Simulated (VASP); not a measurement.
The system is O.

```
O
1.0
     2.85140   -1.66242    0.00000
     2.85140    1.66242    0.00000
    -2.39449    0.00000    3.64705
O
2
Cartesian
  -0.2274 0.0000 0.5674
  3.5357 0.0000 3.0797
```

Base run:

- Program: VASP 6.6.1
- Functional: PBE
- Potentials or basis: VASP PAW PBE potentials, release 64 (O)
- Cutoff: 520 eV
- k mesh: 10 × 10 × 8
- Occupations: fermi-dirac, width 0.05 eV
- Spin: collinear spin, ferromagnetic start
- Starting moments: [0.85, 0.85] μB
- Fixed moment: 1.7 μB

Its results: pressure 1.6 GPa; site moments O +0.69 μB; largest force 0.752 eV/Å.

The run is repeated on the same cell with these changes: fixed moment from 1.7 μB to 1.4 μB; moments at the start from [0.85, 0.85] to [0.7, 0.7]. What comes out?

Pressure 1.0 GPa; site moments O +0.57 μB; largest force 0.748 eV/Å.

Caveats: the standard files for N, O and F lose accuracy on very short bonds; this functional lacks dispersion, which holds the molecules together, so the pressure and a relaxed volume are unreliable; the total moment is fixed, so each spin has its own Fermi level.
